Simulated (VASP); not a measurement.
Fe, 2 atoms in the cell. The structure is hexagonal, space group P6_3/mmc (No. 194). Conventional cell: a = 2.361 Å, b = 2.361 Å, c = 3.842 Å, α = 90.00°, β = 90.00°, γ = 120.00°. Within 3.1 Å of Fe (site symmetry -6m2) lie 12 Fe at 2.36 Å. This isn't the form of Fe at room conditions, which is bcc. This cell differs from its parent crystal: equal xx and yy strain of -3 %.

```yaml
Program: VASP 6.6.1
Task: single point
Functional: PBE
Potentials_or_basis: VASP PAW PBE potentials, release 64 (Fe)
Cutoff: 600 eV
k_mesh: 17 × 17 × 10
Occupations: fermi-dirac, width 0.08 eV
Spin: no spin polarisation
Dipole_correction: no
Further_INCAR_settings: ALGO = Normal; EDIFF = 1e-06; NBANDS = 15
```

Potentials or basis: VASP PAW PBE potentials, release 64 (Fe).

Launch:

```console
$ cat potpaw_PBE.64/Fe/POTCAR > POTCAR
$ mpirun -np 1 vasp_std > vasp.out
```

Hardware: 1 thread of AMD EPYC 9R45 96-Core Processor (Zen 5) (shared host).

**Question.** How long does it take, and how much memory?

**Answer.** Run time: 32 s on 1 thread of AMD EPYC 9R45 96-Core Processor (Zen 5), on a shared host, peak memory 0.15 GiB. Counts: scf iterations 13, k points 198.
